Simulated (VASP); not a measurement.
Input of a VASP 6.6.1 run:

Contents of INCAR:

```
PREC = Accurate ; ENCUT = 520
EDIFF = 1E-6 ; ISMEAR = 0
SIGMA = 0.15 ; LREAL = F
LASPH = T ; NELM = 80
ALGO = Fast ; ISIF = 2
LWAVE = F ; LCHARG = F
GGA = PS ; NBANDS = 12
```

File KPOINTS:

```
regular mesh
0
Gamma
  22 22 22
```

The input POSCAR:

```
Ta
1.0
   -1.5810474224      1.5810474224      1.8359122669
    1.5810474224     -1.5810474224      1.8359122669
    1.5810474224      1.5810474224     -1.8359122669
Ta
1
Direct
    0.0000000000      0.0000000000      0.0000000000
```

Potentials or basis: VASP PAW PBE potentials, release 64 (Ta_pv).

The run is started by

```bash
$ cat potpaw_PBE.64/Ta_pv/POTCAR > POTCAR
$ mpirun -np 1 vasp_std > vasp.out
```

Problem. What does it give for the band gap on the k mesh?

Solution. Zero (an odd number of electrons rules out a gap without spin polarisation).

Problem. What does it give for the pressure?

Solution. -5.5 GPa.

Stress tensor (GPa, compression positive):
```
 -1.11   0.00   0.00
  0.00  -1.11   0.00
  0.00   0.00 -14.27
```

Caveat: the cell stands under tension; the PAW data sets were made with another functional, which shifts forces and pressure a little; spin-orbit coupling is left out, which moves the levels of the heavy elements.
